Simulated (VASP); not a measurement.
A run of VASP 6.6.1:

The input INCAR:

```
SYSTEM = AlNi3
ALGO     = Fast           ! electronic algorithm
EDIFF    = 1E-7           ! SCF threshold, eV
ENCUT    = 520            ! plane-wave cutoff, eV
GGA      = PS             ! functional
ISIF     = 2              ! what is computed and relaxed
ISMEAR   = 0              ! smearing method
LASPH    = .TRUE.         ! aspherical terms in the spheres
LCHARG   = .FALSE.        ! write CHGCAR
LREAL    = .FALSE.        ! projectors in reciprocal space
LWAVE    = .FALSE.        ! write WAVECAR
NBANDS   = 24             ! bands
NELM     = 60             ! most SCF steps
PREC     = Accurate       ! precision mode
SIGMA    = 0.15           ! smearing width, eV
```

Contents of KPOINTS:

```
k-points
0
G
  14 14 14
  0 0 0
```

POSCAR

```
AlNi3
1.0
    0.0000000000      2.7984078593      2.7984078593
    2.7984078593      0.0000000000      2.7984078593
    2.7984078593      2.7984078593      0.0000000000
Al Ni
1 3
Direct
    0.5213578919      0.4786421081      0.4786421081
    0.2685416900      0.2314583100      0.2314583100
   -0.0469016693      0.0469016693      0.0469016693
    0.7685416900      0.7314583100      0.7314583100
```

Potentials or basis: VASP PAW PBE potentials, release 64 (Al, Ni).

Run with:

```bash
$ cat potpaw_PBE.64/Al/POTCAR potpaw_PBE.64/Ni/POTCAR > POTCAR
$ mpirun -np 1 vasp_std > vasp.out
```

Hardware: 1 thread of AMD EPYC 9R45 96-Core Processor (Zen 5), with other jobs on the host.

Problem. How long does it take, and how much memory?

Solution. Run time: 3.6 min on 1 thread of AMD EPYC 9R45 96-Core Processor (Zen 5) (shared host), peak memory 0.31 GiB. Counts: scf iterations 20, k points 244.
